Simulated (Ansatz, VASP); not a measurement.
HfC: VASP beside Ansatz

```
CELL_PARAMETERS angstrom
0.00000 2.37060 2.37060
2.37060 0.00000 2.37060
2.37060 2.37060 0.00000
ATOMIC_POSITIONS crystal
Hf 0.50000 0.50000 0.50000
C 0.00000 0.00000 0.00000
```

Alike in both runs: task single point; functional PBE; k mesh 12 × 12 × 12; occupations gaussian, width 0.05 eV; no spin polarisation.

|  | VASP | Ansatz |
| --- | --- | --- |
| version | VASP 6.6.1 | Ansatz 0.2.0 |
| potentials or method | VASP PAW PBE potentials, release 64 (Hf_pv, C), cutoff 520 eV | scalar-relativistic, plane waves, PAW |
| valence electrons in the cell | 14 | 30 |

Ansatz gave:

* gap on the k mesh at the Fermi level (eV): none
* pressure (GPa): -12.0

Problem. Which values does VASP return?

Solution. gap on the k mesh at the Fermi level (eV): none; pressure (GPa): -12.8.

A gap of «none» marks a metal or a gap that the smearing closes. VASP's potentials hold 14 valence electrons a cell and Ansatz's 30, so a difference there can come from the potentials and not from the codes.

Neither program's run includes spin-orbit coupling.
